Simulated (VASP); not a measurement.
A run of VASP 6.6.1:

File INCAR:

```
SYSTEM = CoO
ALGO     = Normal         ! electronic algorithm
EDIFF    = 1E-7           ! SCF threshold, eV
ENCUT    = 450            ! plane-wave cutoff, eV
ISIF     = 2              ! what is computed and relaxed
ISMEAR   = 0              ! smearing method
ISPIN    = 2              ! spin polarisation
LASPH    = .True.         ! aspherical terms in the spheres
LCHARG   = .False.        ! write CHGCAR
LMAXMIX  = 4              ! l up to which the mixer works
LORBIT   = 11             ! projections on sites
LREAL    = .False.        ! projectors in reciprocal space
LWAVE    = .False.        ! write WAVECAR
MAGMOM   = 2 0            ! initial moments
NELM     = 100            ! most SCF steps
PREC     = Accurate       ! precision mode
SIGMA    = 0.02           ! smearing width, eV
```

KPOINTS

```
k-points
0
Gamma
  9 9 9
```

Contents of POSCAR:

```
CoO
1.0
    0.0000000000      2.1315000000      2.1315000000
    2.1315000000      0.0000000000      2.1315000000
    2.1315000000      2.1315000000      0.0000000000
Co O
1 1
Direct
   -0.0027270000     -0.0009780000     -0.0035640000
    0.4960770000      0.5040300000      0.5015300000
```

Potentials or basis: VASP PAW PBE potentials, release 64 (Co, O).

The run is started by

```console
$ cat potpaw_PBE.64/Co/POTCAR potpaw_PBE.64/O/POTCAR > POTCAR
$ mpirun -np 1 vasp_std > vasp.out
```

Hardware: 1 thread of Intel(R) Xeon(R) Platinum 8259CL CPU @ 2.50GHz (Skylake/Cascade Lake), with other jobs on the host.

**Question.** How long does it take, and how much memory?

**Answer.** Wall time 2.3 min on 1 thread of Intel(R) Xeon(R) Platinum 8259CL CPU @ 2.50GHz (Skylake/Cascade Lake), on a shared host, peak memory 0.25 GiB. Counts: scf iterations 21, k points 365.
